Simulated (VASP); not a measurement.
Here is a VASP 6.6.1 calculation.

File INCAR:

```
SYSTEM = ZnO
ALGO = Normal
EDIFF = 1E-6
ENCUT = 520
GGA = PE
ISIF = 2
ISMEAR = 0
LASPH = .True.
LCHARG = .False.
LREAL = Auto
LWAVE = .False.
NBANDS = 166
NELM = 100
PREC = Accurate
SIGMA = 0.05
```

Contents of KPOINTS:

```
k-points
0
Gamma
  4 4 3
  0 0 0
```

POSCAR

```
ZnO
1.0
    6.5591805480      0.0000000000      0.0000000000
   -3.2795902740      5.6804169826      0.0000000000
    0.0000000000      0.0000000000     10.5857590188
Zn O
16 16
Direct
    0.1666666667      0.3333333333      0.0007222758
    0.3333333333      0.1666666667      0.2507222758
    0.1666666667      0.3333333333      0.5007222758
    0.3333333333      0.1666666667      0.7507222758
    0.1666666667      0.8333333333      0.0007222758
    0.3333333333      0.6666666667      0.2507222758
    0.1666666667      0.8333333333      0.5007222758
    0.3333333333      0.6666666667      0.7507222758
    0.6666666667      0.3333333333      0.0007222758
    0.8333333333      0.1666666667      0.2507222758
    0.6666666667      0.3333333333      0.5007222758
    0.8333333333      0.1666666667      0.7507222758
    0.6666666667      0.8333333333      0.0007222758
    0.8333333333      0.6666666667      0.2507222758
    0.6666666667      0.8333333333      0.5007222758
    0.8333333333      0.6666666667      0.7507222758
    0.1666666667      0.3333333333      0.1902777242
    0.3333333333      0.1666666667      0.4402777242
    0.1666666667      0.3333333333      0.6902777242
    0.3333333333      0.1666666667      0.9402777242
    0.1666666667      0.8333333333      0.1902777242
    0.3333333333      0.6666666667      0.4402777242
    0.1666666667      0.8333333333      0.6902777242
    0.3333333333      0.6666666667      0.9402777242
    0.6666666667      0.3333333333      0.1902777242
    0.8333333333      0.1666666667      0.4402777242
    0.6666666667      0.3333333333      0.6902777242
    0.8333333333      0.1666666667      0.9402777242
    0.6666666667      0.8333333333      0.1902777242
    0.8333333333      0.6666666667      0.4402777242
    0.6666666667      0.8333333333      0.6902777242
    0.8333333333      0.6666666667      0.9402777242
```

Potentials or basis: VASP PAW PBE potentials, release 64 (Zn, O).

The run is started by

```console
$ cat potpaw_PBE.64/Zn/POTCAR potpaw_PBE.64/O/POTCAR > POTCAR
$ mpirun -np 1 vasp_std > vasp.out
```

(1) What does it give for the pressure?

(2) Predict the band gap on the k mesh.

Answers

(1) 0.9 GPa.

(2) 0.73 eV.
